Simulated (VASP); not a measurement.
Set up this calculation in VASP 6.6.1, as the native input.

```yaml
Task: single point
Functional: PBE
Potentials_or_basis: VASP PAW PBE potentials, release 64 (Te, Mo_sv)
Cutoff: 520 eV
k_mesh: 6 × 10 × 1
Occupations: gaussian, width 0.1 eV
Spin: no spin polarisation
Dipole_correction: no
Further_INCAR_settings: ALGO = Fast; EDIFF = 1e-07; NBANDS = 35
```

The structure of Te2Mo lies in POSCAR:

```
Te2Mo
1.0
    6.3997167764      0.0000000000      0.0002446472
    0.0000000000      3.4849284120      0.0000000000
   -0.0544756631      0.0000000000     35.4483517157
Te Mo
4 2
Direct
    0.0775788796      0.7500000000      0.4427981955
    0.9224211204      0.2500000000      0.5572018045
    0.5697103114      0.2500000000      0.4591075366
    0.4302896886      0.7500000000      0.5408924634
    0.8193229189      0.7500000000      0.5026976278
    0.1806770811      0.2500000000      0.4973023722
```

This cell differs from its parent crystal: uniaxial strain along c: -2.0 %.

One way to write it, as run:

INCAR

```
PREC = Accurate
ENCUT = 520
EDIFF = 1E-7
ISMEAR = 0
SIGMA = 0.1
LREAL = False
LASPH = True
NELM = 60
ALGO = Fast
ISIF = 2
LWAVE = False
LCHARG = False
GGA = PE
NBANDS = 35
```

KPOINTS

```
regular mesh
0
Gamma
  6 10 1
```

Potentials or basis: VASP PAW PBE potentials, release 64 (Te, Mo_sv).

The run is started by

```console
$ cat potpaw_PBE.64/Te/POTCAR potpaw_PBE.64/Mo_sv/POTCAR > POTCAR
$ mpirun -np 1 vasp_std > vasp.out
```

Results of the run:

```yaml
Largest_force: 0.508 eV/Å
Band_gap_on_the_k_mesh: zero (bands 26 and 27 overlap by 0.13 eV)
```

Caveat: the cell differs from its parent crystal (uniaxial strain along c: -2.0 %); there is no dipole correction, which matters where the two faces differ; spin-orbit coupling is left out, which moves the levels of the heavy elements.

It took 33 min on 1 thread of Oxide Virtual Turin-like Processor, on a shared host, peak memory 1.1 GiB.
